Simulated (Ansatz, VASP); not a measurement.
## Ca in VASP and in Ansatz

File INCAR:

```
SYSTEM = Ca
PREC     = Accurate       ! precision mode
ENCUT    = 520            ! plane-wave cutoff, eV
EDIFF    = 1E-6           ! SCF threshold, eV
ISMEAR   = -1             ! smearing method
SIGMA    = 0.1            ! smearing width, eV
LREAL    = .False.        ! projectors in reciprocal space
LASPH    = .True.         ! aspherical terms in the spheres
NELM     = 100            ! most SCF steps
ALGO     = Normal         ! electronic algorithm
ISIF     = 2              ! what is computed and relaxed
LWAVE    = .False.        ! write WAVECAR
LCHARG   = .False.        ! write CHGCAR
NBANDS   = 28             ! bands
```

Contents of KPOINTS:

```
regular mesh
0
Gamma
  11 11 3
  0 0 0
```

File POSCAR:

```
Ca
1.0
    3.7229197714      0.0000000000      0.0000000000
   -1.8614598857      3.2241430982      0.0000000000
    0.0000000000      0.0000000000     12.2288212510
Ca
4
Direct
    0.0000000000      0.0000000000      1.0000000000
    0.0000000000      0.0000000000      0.5000000000
    0.3333333333      0.6666666667      0.2500000000
    0.6666666667      0.3333333333      0.7500000000
```

Input for Ansatz:

```yaml
crystal:
  lattice:
    - [3.7229197714, 0.0, 0.0]
    - [-1.8614598857, 3.2241430982, 0.0]
    - [0.0, 0.0, 12.228821251]
  atoms:
    - { symbol: Ca, position: [0.0, 0.0, 1.0] }
    - { symbol: Ca, position: [0.0, 0.0, 0.5] }
    - { symbol: Ca, position: [0.3333333333, 0.6666666667, 0.25] }
    - { symbol: Ca, position: [0.6666666667, 0.3333333333, 0.75] }
hamiltonian:
  xc: lda
  pseudopotentials:
    kind: paw
    azcp:
      Ca: "pseudopotentials/Ca.paw.azcp"
basis:
  ecutwfc: 420
  fft_grid_basis: typed
kpoints:
  mp_grid: { grid: [11, 11, 3], shift: [0, 0, 0] }
magnetization:
  spin_polarized: false
scf:
  occupations: { method: fermi_dirac, width: 0.1 }
  lower_state_search: "off"
output:
  stress: true
  write_density: true
  write_potential: true
  elf: true
  volumetric_format: npy
```

Alike in both runs: task single point; functional LDA; k mesh 11 × 11 × 3; occupations fermi-dirac, width 0.1 eV; no spin polarisation.

|  | VASP | Ansatz |
| --- | --- | --- |
| version | VASP 6.6.1 | Ansatz 0.2.0 |
| potentials or method | VASP PAW LDA potentials, release 64 (Ca_sv), cutoff 520 eV | plane waves (420 eV) with PAW, scalar-relativistic |
| valence electrons in the cell | 40 | 40 |

```csv
,VASP,Ansatz,Ansatz less VASP
pressure (GPa),0.8,0.8,-0.01
```

Ansatz warns that its potentials were made for another functional, while VASP's fit it. LDA's correlation is that of Perdew and Zunger in VASP and of Perdew and Wang (1992) in Ansatz.
